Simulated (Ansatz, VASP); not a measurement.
**CuAu3 in VASP and in Ansatz**

Contents of INCAR:

```
  PREC = Accurate
  ENCUT = 520
  EDIFF = 1E-6
  ISMEAR = 0
  SIGMA = 0.1
  LREAL = False
  LASPH = True
  NELM = 100
  ALGO = Fast
  ISIF = 2
  LWAVE = False
  LCHARG = False
  GGA = PS
  NBANDS = 30
```

File KPOINTS:

```
regular mesh
0
Gamma
  10 10 10
```

POSCAR

```
CuAu3
1.0
    3.8512570366      0.0000000000      0.0000000000
    0.0000000000      3.8512570366      0.0000000000
    0.0000000000      0.0000000000      3.8512570366
Cu Au
1 3
Direct
    0.0000000000      0.0000000000      0.0000000000
    0.0000000000      0.5000000000      0.5000000000
    0.5000000000      0.0000000000      0.5000000000
    0.5000000000      0.5000000000      0.0000000000
```

Input for Ansatz:

```yaml
crystal:
  lattice:
    - [3.8512570366, 0.0, 0.0]
    - [0.0, 3.8512570366, 0.0]
    - [0.0, 0.0, 3.8512570366]
  atoms:
    - { symbol: Cu, position: [0.0, 0.0, 0.0] }
    - { symbol: Au, position: [0.0, 0.5, 0.5] }
    - { symbol: Au, position: [0.5, 0.0, 0.5] }
    - { symbol: Au, position: [0.5, 0.5, 0.0] }
basis:
  ecutwfc: 420
kpoints:
  mp_grid: { grid: [10, 10, 10] }
hamiltonian:
  xc: pbesol
scf:
  occupations: { method: gaussian, width: 0.1 }
output:
  forces: true
  stress: true
  eigenvalues: true
  write_density: true
  write_potential: true
  elf: true
  volumetric_format: npy
```

Alike in both runs: task single point; functional PBEsol; k mesh 10 × 10 × 10; occupations gaussian, width 0.1 eV; no spin polarisation.

|  | VASP | Ansatz |
| --- | --- | --- |
| version | VASP 6.6.1 | Ansatz 0.2.0 |
| potentials or method | VASP PAW PBE potentials, release 64 (Cu, Au), cutoff 520 eV | scalar-relativistic, plane waves, PAW |
| valence electrons in the cell | 44 | 76 |

Ansatz gave:

- gap on the k mesh at the Fermi level (eV): none
- pressure (GPa): 21.0

Question: Estimate VASP's values.

Answer: gap on the k mesh at the Fermi level (eV): none; pressure (GPa): 21.2.

VASP's potentials were made for PBE, not for PBEsol. A gap of «none» marks a metal or a gap that the smearing closes. VASP's potentials hold 44 valence electrons a cell and Ansatz's 76, so a difference there can come from the potentials and not from the codes.

Spin-orbit coupling is off throughout.
